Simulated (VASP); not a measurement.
# AgI (P6_3mc) in VASP: notebook

The runs below take AgI through single point, with PBE.

Everything below comes from runs of VASP 6.6.1. Logs are shortened: lines on timing, memory, paths and dates and some standing lists are left out, and cuts for length are marked.

## Step 1: The cell of the first run

It takes space group P6_3mc (No. 186, hexagonal). The conventional cell has a = 4.580 Å, b = 4.580 Å, c = 7.510 Å, α = 90.00°, β = 90.00°, γ = 120.00°. Within 3.7 Å of Ag (site symmetry 3m) lie 4 I at 2.81 to 2.82 Å. Within 3.7 Å of I (site symmetry 3m) lie 4 Ag at 2.81 to 2.82 Å.

## Step 2: Single point, PBE, non-collinear spin, zero start, spin-orbit coupling

INCAR reads:

```
SYSTEM = AgI
  ALGO = Normal
  EDIFF = 1E-6
  ENCUT = 500
  GGA = PE
  GGA_COMPAT = .FALSE.
  ISIF = 2
  ISMEAR = 0
  LASPH = .TRUE.
  LCHARG = .TRUE.
  LMAXMIX = 4
  LNONCOLLINEAR = .TRUE.
  LORBIT = 11
  LORBMOM = .TRUE.
  LREAL = .FALSE.
  LSORBIT = .TRUE.
  LVHAR = .TRUE.
  LWAVE = .FALSE.
  MAGMOM = 0 0 0 0 0 0 0 0 0 0 0 0
  NBANDS = 50
  NELM = 200
  PREC = Accurate
  SIGMA = 0.05
```

KPOINTS reads:

```
k-points
0
G
  6 6 4
  0 0 0
```

POSCAR reads:

```
AgI
1.0
    4.5800019196     -0.0000000001      0.0000000000
   -2.2900009597      3.9663980118      0.0000000000
    0.0000000000      0.0000000000      7.5100005554
Ag I
2 2
Direct
    0.3333333333      0.6666666667      0.0000000000
    0.6666666667      0.3333333333      0.5000000000
    0.3333333333      0.6666666667      0.3750000000
    0.6666666667      0.3333333333      0.8750000000
```

Potentials or basis: VASP PAW PBE potentials, release 64 (Ag, I).

The run is started by

```sh
$ cat potpaw_PBE.64/Ag/POTCAR potpaw_PBE.64/I/POTCAR > POTCAR
$ mpirun -np 1 vasp_ncl > vasp.out
```

OUTCAR:

```text
SYSTEM = AgI
   EDIFF = 1E-6
   ENCUT = 500
   GGA = PE
   ISIF = 2
   ISMEAR = 0
   LASPH = .TRUE.
   LNONCOLLINEAR = .TRUE.
   LORBIT = 11
   LREAL = .FALSE.
   LSORBIT = .TRUE.
   NELM = 200
   PREC = Accurate

 ion  position               nearest neighbor table
   1  0.333  0.667  0.000-   4 2.81   4 2.81   4 2.81   3 2.82
   2  0.667  0.333  0.500-   3 2.81   3 2.81   3 2.81   4 2.82
   3  0.333  0.667  0.375-   2 2.81   2 2.81   2 2.81   1 2.82
   4  0.667  0.333  0.875-   1 2.81   1 2.81   1 2.81   2 2.82

  LATTYP: Found a hexagonal cell.
 ALAT       =     4.5800019196
 C/A-ratio  =     1.6397374253

  Lattice vectors:

 A1 = (   4.5800019196,  -0.0000000001,   0.0000000000)
 A2 = (  -2.2900009597,   3.9663980118,   0.0000000000)
 A3 = (   0.0000000000,   0.0000000000,   7.5100005554)

Analysis of symmetry for initial positions (statically):
=====================================================================
 Subroutine PRICEL returns:
 Original cell was already a primitive cell.

 Routine SETGRP: Setting up the symmetry group for a
 hexagonal supercell.

 Subroutine GETGRP returns: Found 12 space group operations
 (whereof  6 operations were pure point group operations)
 out of a pool of 24 trial point group operations.

The static configuration has the point symmetry C_3v.
 The point group associated with its full space group is C_6v.

Analysis of symmetry for dynamics (positions and initial velocities):
=====================================================================
 Subroutine PRICEL returns:
 Original cell was already a primitive cell.

 Routine SETGRP: Setting up the symmetry group for a
 hexagonal supercell.

 Subroutine GETGRP returns: Found 12 space group operations
 (whereof  6 operations were pure point group operations)
 out of a pool of 24 trial point group operations.

The dynamic configuration has the point symmetry C_3v.
 The point group associated with its full space group is C_6v.

Analysis of structural, dynamic, and magnetic symmetry:
=====================================================================
 Subroutine PRICEL returns:
 Original cell was already a primitive cell.

 Routine SETGRP: Setting up the symmetry group for a
 hexagonal supercell.

 Subroutine GETGRP returns: Found 12 space group operations
 (whereof  6 operations were pure point group operations)
 out of a pool of 24 trial point group operations.

The overall configuration has the point symmetry C_3v.
 The point group associated with its full space group is C_6v.

 Subroutine INISYM returns: Found 12 space group operations
 (whereof  6 operations are pure point group operations),
 and found     1 'primitive' translations

----------------------------------------------------------------------------------------

                                     Primitive cell

  volume of cell :     136.4275

  direct lattice vectors                    reciprocal lattice vectors
     4.580001920 -0.000000000  0.000000000     0.218340520  0.126058958  0.000000000
    -2.290000960  3.966398012  0.000000000     0.000000000  0.252117916  0.000000000
     0.000000000  0.000000000  7.510000555     0.000000000  0.000000000  0.133155782

  length of vectors
     4.580001920  4.580001920  7.510000555     0.252117916  0.252117916  0.133155782

  position of ions in fractional coordinates (direct lattice)
     0.333333333  0.666666667  0.000000000
     0.666666667  0.333333333  0.500000000
     0.333333333  0.666666667  0.375000000
     0.666666667  0.333333333  0.875000000

  ion indices of the primitive-cell ions
   primitive index   ion index
                 1           1
                 2           2
                 3           3
                 4           4

----------------------------------------------------------------------------------------

 KPOINTS: k-points

Automatic generation of k-mesh.
 Grid dimensions read from file:
 generate k-points for:    6    6    4
[... 111 lines left out ...]
  ---------------------------------------------------
  free energy    TOTEN  =        -9.83335161 eV

  energy without entropy =       -9.83335161  energy(sigma->0) =       -9.83335161

 E-fermi :   3.6787     XC(G=0):  -8.4471

 val. band max:        3.4067813954   @ k =   0.0000   0.0000   0.0000
 cond. band min:       4.5487464507   @ k =   0.0000   0.0000   0.0000
 fundamental gap:      1.1419650552
 Fermi energy:         3.6787489115

 k-point     1 :       0.0000    0.0000    0.0000
  band No.  band energies     occupation
      1      -9.6458      1.00000
      2      -9.6458      1.00000
      3      -9.3519      1.00000
      4      -9.3519      1.00000
      5      -1.1911      1.00000
      6      -1.1911      1.00000
[... 1213 lines left out ...]
     47      10.0413      0.00000
     48      10.0413      0.00000

 [... further k-points ...]

 [bands above 48 left out]

------------------------ aborting loop because EDIFF is reached ----------------------------------------

  FORCE on cell =-STRESS in cart. coord.  units (eV):
  Direction    XX          YY          ZZ          XY          YZ          ZX
  --------------------------------------------------------------------------------------
  -------------------------------------------------------------------------------------
  Total        1.7328860      1.7328860      1.6054042      0.0000000      0.0000000      0.0000000
  in kB       20.3506676     20.3506676     18.8535462      0.0000000      0.0000000      0.0000000
  external PRESSURE =      19.8516271 kB  Pullay stress =       0.0000000 kB

 VOLUME and BASIS-vectors are now :
 -----------------------------------------------------------------------------
  energy-cutoff  :      500.00
  volume of cell :      136.43
      direct lattice vectors                 reciprocal lattice vectors
     4.580001920 -0.000000000  0.000000000     0.218340520  0.126058958  0.000000000
    -2.290000960  3.966398012  0.000000000     0.000000000  0.252117916  0.000000000
     0.000000000  0.000000000  7.510000555     0.000000000  0.000000000  0.133155782

 POSITION                                       TOTAL-FORCE (eV/Angst)
 -----------------------------------------------------------------------------------
     -0.00000      2.64427      0.00000        -0.000000      0.000000      0.021111
      2.29000      1.32213      3.75500         0.000000     -0.000000      0.021111
     -0.00000      2.64427      2.81625        -0.000000     -0.000000     -0.021111
      2.29000      1.32213      6.57125         0.000000      0.000000     -0.021111
 -----------------------------------------------------------------------------------
    total drift:                               -0.000000      0.000000      0.000702

  FREE ENERGIE OF THE ION-ELECTRON SYSTEM (eV)
  ---------------------------------------------------
  free  energy   TOTEN  =        -9.8333516052 eV

  energy  without entropy=       -9.8333516052  energy(sigma->0) =       -9.83335161

 orbital moment (x)

 # of ion     p       d       tot
 ----------------------------------------
  1         0.000  -0.000  -0.000
  2         0.000   0.000   0.000
  3         0.000  -0.000   0.000
  4        -0.000   0.000   0.000
 ----------------------------------------
            0.000   0.000   0.000

 orbital moment (y)

 # of ion     p       d       tot
 ----------------------------------------
  1         0.000  -0.000  -0.000
  2        -0.000  -0.000  -0.000
  3         0.000   0.000   0.000
  4        -0.000  -0.000  -0.000
 ----------------------------------------
            0.000  -0.000  -0.000

 orbital moment (z)

 # of ion     p       d       tot
 ----------------------------------------
  1        -0.000   0.000   0.000
  2         0.000   0.000   0.000
  3         0.000   0.000   0.000
  4         0.000  -0.000  -0.000
 ----------------------------------------
           -0.000   0.000   0.000

 Spin-Orbit-Coupling matrix elements

 Ion:    1  E_soc:     -0.0462023
 l=   1
     0.0000000    -0.0019767    -0.0020173
    -0.0019767     0.0000000    -0.0019767
    -0.0020173    -0.0019767     0.0000000
 l=   2
     0.0000000    -0.0011322     0.0000000    -0.0011322    -0.0046023
    -0.0011322     0.0000000    -0.0034462    -0.0011068    -0.0011322
     0.0000000    -0.0034462     0.0000000    -0.0034462     0.0000000
    -0.0011322    -0.0011068    -0.0034462     0.0000000    -0.0011322
    -0.0046023    -0.0011322     0.0000000    -0.0011322     0.0000000
 l=   3
     0.0000000     0.0000000     0.0000000     0.0000000     0.0000000     0.0000000     0.0000000
     0.0000000     0.0000000     0.0000000     0.0000000     0.0000000     0.0000000     0.0000000
     0.0000000     0.0000000     0.0000000     0.0000000     0.0000000     0.0000000     0.0000000
     0.0000000     0.0000000     0.0000000     0.0000000     0.0000000     0.0000000     0.0000000
[... 49 lines left out ...]
 l=   2
     0.0000000    -0.0000183     0.0000000    -0.0000183    -0.0001022
    -0.0000183     0.0000000    -0.0000763    -0.0000112    -0.0000183
     0.0000000    -0.0000763     0.0000000    -0.0000763     0.0000000
    -0.0000183    -0.0000112    -0.0000763     0.0000000    -0.0000183
    -0.0001022    -0.0000183     0.0000000    -0.0000183     0.0000000
 l=   3
     0.0000000     0.0000000     0.0000000     0.0000000     0.0000000     0.0000000     0.0000000
     0.0000000     0.0000000     0.0000000     0.0000000     0.0000000     0.0000000     0.0000000
     0.0000000     0.0000000     0.0000000     0.0000000     0.0000000     0.0000000     0.0000000
     0.0000000     0.0000000     0.0000000     0.0000000     0.0000000     0.0000000     0.0000000
     0.0000000     0.0000000     0.0000000     0.0000000     0.0000000     0.0000000     0.0000000
     0.0000000     0.0000000     0.0000000     0.0000000     0.0000000     0.0000000     0.0000000
     0.0000000     0.0000000     0.0000000     0.0000000     0.0000000     0.0000000     0.0000000

 total charge

# of ion       s       p       d       tot
------------------------------------------
    1        0.308   0.228   9.295   9.831
    2        0.308   0.228   9.295   9.831
    3        1.498   2.761   0.036   4.296
    4        1.498   2.761   0.036   4.296
--------------------------------------------------
tot          3.613   5.979  18.661  28.253

 magnetization (x)

# of ion       s       p       d       tot
------------------------------------------
    1       -0.000  -0.000   0.000  -0.000
    2        0.000   0.000  -0.000   0.000
    3       -0.000  -0.000  -0.000  -0.000
    4        0.000   0.000   0.000   0.000
--------------------------------------------------
tot         -0.000  -0.000  -0.000  -0.000

 magnetization (y)

# of ion       s       p       d       tot
------------------------------------------
    1        0.000  -0.000   0.000  -0.000
    2       -0.000   0.000  -0.000  -0.000
    3        0.000   0.000   0.000   0.000
    4       -0.000  -0.000   0.000  -0.000
--------------------------------------------------
tot         -0.000   0.000  -0.000  -0.000

 magnetization (z)

# of ion       s       p       d       tot
------------------------------------------
    1        0.000  -0.000   0.000   0.000
    2       -0.000  -0.000   0.000  -0.000
    3       -0.000  -0.000   0.000  -0.000
    4       -0.000  -0.000   0.000  -0.000
--------------------------------------------------
tot         -0.000  -0.000   0.000  -0.000
```

Wall time 11 min (1 thread of Oxide Virtual Turin-like, shared host); peak memory 0.65 GiB.

Results:

- Free energy: -9.8334 eV
- Pressure: 2.0 GPa
- Largest force: 0.021 eV/Å
- Net moment: 0.00 μB per cell
- Valence electrons inside the program's atomic spheres: Ag 9.83; I 4.30

Forces in eV/Å, atoms in the order of the input:
```
Ag   0.000  0.000  0.021
Ag   0.000  0.000  0.021
I    0.000  0.000 -0.021
I    0.000  0.000 -0.021
```

Moments on the atoms (μB; x, y, z):
```
Ag  0.00 0.00 0.00
Ag  0.00 0.00 0.00
I   0.00 0.00 0.00
I   0.00 0.00 0.00
```

[end of part 1 of 2]
